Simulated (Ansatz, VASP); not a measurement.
**One calculation of Ag2O, two programs**

```
CELL_PARAMETERS angstrom
4.52333 0.00000 0.00000
0.00000 4.52333 0.00000
0.00000 0.00000 4.52333
ATOMIC_POSITIONS crystal
Ag 0.75000 0.75000 0.75000
Ag 0.75000 0.25000 0.25000
Ag 0.25000 0.25000 0.75000
Ag 0.25000 0.75000 0.25000
O 0.00000 0.00000 0.00000
O 0.50000 0.50000 0.50000
```

Change from the starting cell: equal strain along all axes, cell held, atoms relaxed: -6.0 %.

Alike in both runs: task single point; functional PBE; k mesh 8 × 8 × 8; occupations gaussian, width 0.1 eV; no spin polarisation.

|  | VASP | Ansatz |
| --- | --- | --- |
| version | VASP 6.6.1 | Ansatz 0.2.0 |
| potentials or method | VASP PAW PBE potentials, release 64 (Ag, O), cutoff 600 eV | scalar-relativistic, plane waves, PAW |
| valence electrons in the cell | 56 | 88 |

|  | VASP | Ansatz | Ansatz less VASP |
| --- | --- | --- | --- |
| gap on the k mesh at the Fermi level (eV) | 0.28 | 0.27 | -0.008 |
| least direct gap on the mesh (eV) | 0.28 | 0.27 | -0.008 |
| pressure (GPa) | 20.8 | 21.1 | +0.30 |

With one functional, cell and mesh, what is left measures potentials, basis and numerics. VASP's potentials hold 56 valence electrons a cell and Ansatz's 88, so a difference there can come from the potentials and not from the codes.
